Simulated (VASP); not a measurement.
## SnSb2: single point with r2SCAN

Crystal: SnSb2.

```
CELL_PARAMETERS angstrom
5.68795 0.00000 0.00000
0.00000 5.68795 0.00000
0.00000 0.00000 5.68795
ATOMIC_POSITIONS crystal
Sn 0.00000 0.00000 0.00000
Sn 0.50000 0.50000 0.50000
Sb 0.25000 0.25000 0.25000
Sb 0.25000 0.75000 0.75000
Sb 0.75000 0.75000 0.25000
Sb 0.75000 0.25000 0.75000
```

```json
{
 "Program": "VASP 6.6.1",
 "Task": "single point",
 "Functional": "r2SCAN",
 "Potentials or basis": "VASP PAW PBE potentials, release 64 (Sn_d, Sb)",
 "Cutoff": "520 eV",
 "k mesh": "4 × 4 × 4",
 "Occupations": "gaussian, width 0.1 eV",
 "Spin": "no spin polarisation"
}
```

```yaml
Pressure: 21.6 GPa
Band_gap_on_the_k_mesh: zero (bands 24 and 25 overlap by 1.16 eV)
```

Levels at points of the mesh, in eV from the Fermi level:
```
           k point  band 21  band 22  band 23  band 24  band 25  band 26  band 27  band 28
(0.00, 0.00, 0.00)    -2.29    -0.37    -0.37    -0.37     1.35     1.35     1.35     1.39
(0.50, 0.00, 0.00)    -1.41    -1.41    -0.65    -0.65    -0.26    -0.26     1.20     1.20
(0.50, 0.50, 0.00)    -2.49    -2.49    -0.01    -0.01     0.88     0.88     2.31     2.31
(0.50, 0.50, 0.50)    -1.24    -0.97     0.80     0.80     1.12     1.12     1.12     2.47
```

It took 110 s on 1 thread of Intel(R) Xeon(R) 6975P-C (Granite Rapids), with other jobs on the host, peak memory 0.31 GiB.

Caveat: the cell stands under pressure; the PAW data sets were made with another functional, which shifts forces and pressure a little; spin-orbit coupling is left out, which moves the levels of the heavy elements.
